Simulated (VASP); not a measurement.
Here is a VASP 6.6.1 calculation.

INCAR

```
SYSTEM = Ca
PREC = Accurate
ENCUT = 520
EDIFF = 1E-7
ISMEAR = 0
SIGMA = 0.15
LREAL = .False.
LASPH = .True.
NELM = 80
ALGO = Normal
ISIF = 2
LWAVE = .False.
LCHARG = .False.
GGA = PS
NBANDS = 11
```

File KPOINTS:

```
Automatic mesh
0
Gamma
  14 14 14
  0 0 0
```

Contents of POSCAR:

```
Ca
1.0
    0.0000000000      2.6824320000      2.5706640000
    2.6824320000      0.0000000000      2.5706640000
    2.6824320000      2.6824320000      0.0000000000
Ca
1
Direct
    0.0000000000      0.0000000000      0.0000000000
```

Potentials or basis: VASP PAW PBE potentials, release 64 (Ca_sv).

The run is started by

```sh
$ cat potpaw_PBE.64/Ca_sv/POTCAR > POTCAR
$ mpirun -np 1 vasp_std > vasp.out
```

(1) Predict the band gap on the k mesh.

(2) Estimate the pressure.

Results:

(1) zero (bands 5 and 6 overlap by 0.14 eV).

(2) 1.9 GPa.

Caveat: the cell differs from its parent crystal (strain -0.040 along x and y, -0.080 along z); the PAW data sets were made with another functional, which shifts forces and pressure a little.
